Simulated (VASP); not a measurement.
# Ba in VASP: single point with BLYP

Aim: the single point of Ba with BLYP.

All numbers are computed with VASP 6.6.1; they aren't measurements. Logs are shortened: lines on timing, memory, paths and dates and some standing lists are left out, and cuts for length are marked.

### Step 1. The cell of the first run

The cell holds a single atom in a box, 1 atom: a = 14.000 Å, b = 14.400 Å, c = 14.800 Å, α = 90.00°, β = 90.00°, γ = 90.00°.

### Step 2. Single point, BLYP, collinear spin, zero start

INCAR

```
AGGAC = 1.0
AGGAX = 1.0
ALDAC = 0.0
ALDAX = 1.0
ALGO = Normal
EDIFF = 1E-7
ENCUT = 520
GGA = B5
ISIF = 2
ISMEAR = -1
ISPIN = 2
ISYM = 0
LASPH = True
LCHARG = False
LORBIT = 11
LREAL = False
LWAVE = False
MAGMOM = 0.01
NBANDS = 15
NELM = 150
PREC = Accurate
SIGMA = 0.01
```

KPOINTS

```
k-points
0
Gamma
  1 1 1
```

POSCAR

```
Ba
1.0
   14.0000000000      0.0000000000      0.0000000000
    0.0000000000     14.4000000000      0.0000000000
    0.0000000000      0.0000000000     14.8000000000
Ba
1
Direct
    0.5000000000      0.5000000000      0.5000000000
```

Potentials or basis: VASP PAW PBE potentials, release 64 (Ba_sv).

Run with:

```console
$ cat potpaw_PBE.64/Ba_sv/POTCAR > POTCAR
$ mpirun -np 1 vasp_gam > vasp.out
```

OUTCAR:

```text
EDIFF = 1E-7
   ENCUT = 520
   GGA = B5
   ISIF = 2
   ISMEAR = -1
   ISPIN = 2
   ISYM = 0
   LASPH = True
   LORBIT = 11
   LREAL = False
   NELM = 150
   PREC = Accurate

 ion  position               nearest neighbor table
   1  0.500  0.500  0.500-

IMPORTANT INFORMATION: All symmetrisations will be switched off!
NOSYMM: (Re-)initialisation of all symmetry stuff for point group C_1.

----------------------------------------------------------------------------------------

                                     Primitive cell

  volume of cell :    2983.6800

  direct lattice vectors                    reciprocal lattice vectors
    14.000000000  0.000000000  0.000000000     0.071428571  0.000000000  0.000000000
     0.000000000 14.400000000  0.000000000     0.000000000  0.069444444  0.000000000
     0.000000000  0.000000000 14.800000000     0.000000000  0.000000000  0.067567568

  length of vectors
    14.000000000 14.400000000 14.800000000     0.071428571  0.069444444  0.067567568

  position of ions in fractional coordinates (direct lattice)
     0.500000000  0.500000000  0.500000000

  ion indices of the primitive-cell ions
   primitive index   ion index
                 1           1

----------------------------------------------------------------------------------------

 KPOINTS: k-points

Automatic generation of k-mesh.
 Grid dimensions read from file:
 generate k-points for:    1    1    1

 Generating k-lattice:

  Cartesian coordinates                     Fractional coordinates (reciprocal lattice)
     0.071428571  0.000000000  0.000000000     1.000000000  0.000000000  0.000000000
     0.000000000  0.069444444  0.000000000     0.000000000  1.000000000  0.000000000
     0.000000000  0.000000000  0.067567568     0.000000000  0.000000000  1.000000000

  Length of vectors
     0.071428571  0.069444444  0.067567568

  Shift w.r.t. Gamma in fractional coordinates (k-lattice)
     0.000000000  0.000000000  0.000000000

 Subroutine IBZKPT returns following result:
 ===========================================

 Found      1 irreducible k-points:

 Following reciprocal coordinates:
            Coordinates               Weight
  0.000000  0.000000  0.000000      1.000000
   k-points           NKPTS =      1   k-points in BZ     NKDIM =      1   number of bands    NBANDS=     15
   number of dos      NEDOS =    301   number of ions     NIONS =      1
   total plane-waves  NPLWV = ******
   dimension x,y,z NGX =   108 NGY =  108 NGZ =  112
   dimension x,y,z NGXF=   216 NGYF=  216 NGZF=  224
   ions per type =               1
   NGX,Y,Z   is equivalent  to a cutoff of  12.82, 12.47, 12.58 a.u.
[... 36 lines left out ...]
   GGA     = B5    functional components
   LHFCALC =     F    Hartree Fock is set to
   AEXX    =    0.0000 exact exchange contribution
   IVDW    =     0    specifies the selected vdW correction
   LEPSILON=     F    determine dielectric tensor
   LRPA    =     F    only Hartree local field effects (RPA)
 spin polarized calculation
  energy-cutoff  :      520.00
  volume of cell :     2983.68
 maximum number of plane-waves:     40220
 NGX is ok and might be reduce to   108
   NGX = 53   NGY = 53   NGZ = 55

 number of electron      10.0000000 magnetization       0.0100000

 number of electron       9.9999999 magnetization       0.0000000

 number of electron       9.9999999 magnetization      -0.0000102

 Free energy of the ion-electron system (eV)
  ---------------------------------------------------
  ext. energy  EPLUGINS =         0.00000000
  ---------------------------------------------------
  free energy    TOTEN  =        -0.05780550 eV

  energy without entropy =       -0.05780550  energy(sigma->0) =       -0.05780550

 E-fermi :  -2.6149     XC(G=0):  -0.6089

 val. band max:       -2.9174275189   @ k =   0.0000   0.0000   0.0000
 cond. band min:      -1.7119747948   @ k =   0.0000   0.0000   0.0000
 fundamental gap:      1.2054527241
 Fermi energy:        -2.6149005191

 spin component 1

 k-point     1 :       0.0000    0.0000    0.0000
  band No.  band energies     occupation
      1     -33.1895      1.00000
      2     -18.3048      1.00000
      3     -18.3048      1.00000
      4     -18.3048      1.00000
      5      -2.9174      1.00000
      6      -1.7120      0.00000
      7      -1.7117      0.00000
      8      -1.7106      0.00000
      9      -1.7104      0.00000
     10      -1.7104      0.00000
     11      -0.8964      0.00000
     12      -0.8924      0.00000
     13      -0.8870      0.00000
     14      -0.0405      0.00000
     15       0.5031      0.00000
 Fermi energy:        -2.6149005191

 spin component 2

 k-point     1 :       0.0000    0.0000    0.0000
  band No.  band energies     occupation
      1     -33.1896      1.00000
      2     -18.3048      1.00000
      3     -18.3048      1.00000
      4     -18.3048      1.00000
      5      -2.9175      1.00000
      6      -1.7120      0.00000
      7      -1.7118      0.00000
      8      -1.7106      0.00000
      9      -1.7104      0.00000
     10      -1.7104      0.00000
     11      -0.8966      0.00000
     12      -0.8928      0.00000
     13      -0.8875      0.00000
     14      -0.0404      0.00000
     15       0.5027      0.00000

------------------------ aborting loop because EDIFF is reached ----------------------------------------

  FORCE on cell =-STRESS in cart. coord.  units (eV):
  Direction    XX          YY          ZZ          XY          YZ          ZX
  --------------------------------------------------------------------------------------
  -------------------------------------------------------------------------------------
  Total       -0.0120532     -0.0102670     -0.0084958      0.0001462     -0.0000093     -0.0000726
  in kB       -0.0064724     -0.0055132     -0.0045621      0.0000785     -0.0000050     -0.0000390
  external PRESSURE =      -0.0055159 kB  Pullay stress =       0.0000000 kB

 VOLUME and BASIS-vectors are now :
 -----------------------------------------------------------------------------
  energy-cutoff  :      520.00
  volume of cell :     2983.68
      direct lattice vectors                 reciprocal lattice vectors
    14.000000000  0.000000000  0.000000000     0.071428571  0.000000000  0.000000000
     0.000000000 14.400000000  0.000000000     0.000000000  0.069444444  0.000000000
     0.000000000  0.000000000 14.800000000     0.000000000  0.000000000  0.067567568

 POSITION                                       TOTAL-FORCE (eV/Angst)
 -----------------------------------------------------------------------------------
      7.00000      7.20000      7.40000         0.000063     -0.000082     -0.000029
 -----------------------------------------------------------------------------------
    total drift:                                0.000063     -0.000082     -0.000029

  FREE ENERGIE OF THE ION-ELECTRON SYSTEM (eV)
  ---------------------------------------------------
  free  energy   TOTEN  =        -0.0578054962 eV

  energy  without entropy=       -0.0578054962  energy(sigma->0) =       -0.05780550

 total charge

# of ion       s       p       d       tot
------------------------------------------
    1        2.174   5.539   0.000   7.713

 magnetization (x)

# of ion       s       p       d       tot
------------------------------------------
    1        0.000   0.000   0.000   0.000
```

OSZICAR:

```text
N       E                     dE             d eps       ncg     rms          rms(c)
DAV:   1     0.119598869509E+03    0.11960E+03   -0.17022E+03    76   0.277E+02
[... 29 lines left out ...]
DAV:  31    -0.578067083858E-01    0.48956E-05   -0.60587E-05    60   0.270E-02    0.206E-04
DAV:  32    -0.578083247746E-01   -0.16164E-05   -0.51134E-05    60   0.251E-02    0.216E-04
DAV:  33    -0.578071084821E-01    0.12163E-05   -0.29955E-05    60   0.189E-02    0.226E-04
DAV:  34    -0.578059919549E-01    0.11165E-05   -0.21425E-05    60   0.162E-02    0.212E-04
DAV:  35    -0.578071416219E-01   -0.11497E-05   -0.42066E-05    60   0.216E-02    0.311E-04
DAV:  36    -0.578055474841E-01    0.15941E-05   -0.14064E-05    60   0.130E-02    0.306E-04
DAV:  37    -0.578054962018E-01    0.51282E-07   -0.28780E-07    88   0.206E-03
   1 F= -.57805496E-01 E0= -.57805496E-01  d E =-.452514E-13  mag=    -0.0000
```

It took 22 min on 1 thread of Intel Xeon 8259CL, shared host; peak memory 2.8 GiB.

What came out:

* Free energy: -0.0578 eV
* Pressure: 0.0 GPa
* Band gap on the k mesh: 1.21 eV
* Net moment: 0.00 μB per cell
* Valence electrons inside the program's atomic spheres: Ba 7.71

Caveat: the PAW data sets were made with another functional, which shifts forces and pressure a little; spin-orbit coupling is left out, which moves the levels of the heavy elements.
